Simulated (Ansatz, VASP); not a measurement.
Ta in VASP and in Ansatz

```
CELL_PARAMETERS angstrom
4.64046 0.00000 0.00000
-2.32023 4.01875 0.00000
0.00000 0.00000 25.32320
ATOMIC_POSITIONS crystal
Ta 0.83333 0.16667 0.43438
Ta 0.16667 0.83333 0.46564
Ta 0.50000 0.50000 0.50000
Ta 0.83333 0.16667 0.53436
Ta 0.16667 0.83333 0.56562
```

Alike in both runs: task single point; functional PBEsol; k mesh 8 × 8 × 1; occupations fermi-dirac, width 0.08 eV; no spin polarisation.

```csv
,VASP,Ansatz
version,VASP 6.6.1,Ansatz 0.2.0
potentials or method,"VASP PAW PBE potentials, release 64 (Ta_pv), cutoff 520 eV","all-electron LAPW, scalar-relativistic"
```

```tsv
	VASP	Ansatz	Ansatz less VASP
rms of the force components (eV/Å)	0.012	0.003	-0.0089
```

VASP's potentials were made for PBE, not for PBEsol. Atom by atom the forces differ by 0.010 eV/Å (rms over components). Ansatz ran all-electron here, and VASP with PAW potentials.

Spin-orbit coupling is off throughout.
